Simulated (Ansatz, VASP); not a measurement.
**One calculation of B, two programs**

```
B
1.0
     2.44920    1.41404    4.17472
    -2.44920    1.41404    4.17472
     0.00000   -2.82809    4.17472
B
12
Direct
  0.00997 0.65429 0.00997
  0.00997 0.00997 0.65429
  0.65429 0.00997 0.00997
  0.34571 0.99003 0.99003
  0.99003 0.34571 0.99003
  0.99003 0.99003 0.34571
  0.22057 0.63163 0.22057
  0.22057 0.22057 0.63163
  0.63163 0.22057 0.22057
  0.36837 0.77943 0.77943
  0.77943 0.36837 0.77943
  0.77943 0.77943 0.36837
```

Alike in both runs: task single point; functional r2SCAN; k mesh 6 × 6 × 6; occupations gaussian, width 0.1 eV; no spin polarisation.

|  | VASP | Ansatz |
| --- | --- | --- |
| version | VASP 6.6.1 | Ansatz 0.2.0 |
| potentials or method | VASP PAW PBE potentials, release 64 (B), cutoff 520 eV | scalar-relativistic, plane waves, PAW |
| valence electrons in the cell | 36 | 36 |

|  | VASP | Ansatz | Ansatz less VASP |
| --- | --- | --- | --- |
| gap on the k mesh at the Fermi level (eV) | 1.63 | 1.63 | 0.000 |
| least direct gap on the mesh (eV) | 2.05 | 2.05 | +0.001 |
| pressure (GPa) | 0.0 | -0.3 | -0.28 |
| traceless stress, the component that is largest in VASP (GPa) | -0.32 | -0.27 | +0.051 |
| rms of the force components (eV/Å) | 0.005 | 0.010 | +0.0047 |

VASP's potentials were made for PBE, not for r2SCAN. Atom by atom the forces differ by 0.012 eV/Å (rms over components). With one functional, cell and mesh, what is left measures potentials, basis and numerics.
